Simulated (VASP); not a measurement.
Here is a VASP 6.6.1 calculation.

INCAR

```
ALGO = Fast
EDIFF = 1E-6
ENCUT = 520
GGA = PS
ISIF = 2
ISMEAR = 0
LASPH = T
LCHARG = F
LREAL = F
LWAVE = F
NBANDS = 13
NELM = 80
PREC = Accurate
SIGMA = 0.15
```

KPOINTS

```
k-points
0
Gamma
  16 16 16
```

The input POSCAR:

```
AlCo
1.0
    2.8194032100      0.0000000000      0.0000000000
    0.0000000000      2.8194032100      0.0000000000
    0.0000000000      0.0000000000      2.8194032100
Al Co
1 1
Direct
    0.0000000000      0.0000000000      0.0000000000
    0.4749199838      0.4749199838      0.4645315010
```

Potentials or basis: VASP PAW PBE potentials, release 64 (Al, Co).

The run is started by

```console
$ cat potpaw_PBE.64/Al/POTCAR potpaw_PBE.64/Co/POTCAR > POTCAR
$ mpirun -np 1 vasp_std > vasp.out
```

(1) Predict the pressure.

(2) What does it give for the band gap on the k mesh?

## Answers

(1) 1.9 GPa.

(2) zero (band 6 reaches 13.22 eV, above the bottom of band 7 at 10.61 eV).

Caveat: the cell differs from its parent crystal (atom 2 (Co) moved by (-0.100, -0.100) A along [1 1 0] and z); the PAW data sets were made with another functional, which shifts forces and pressure a little.
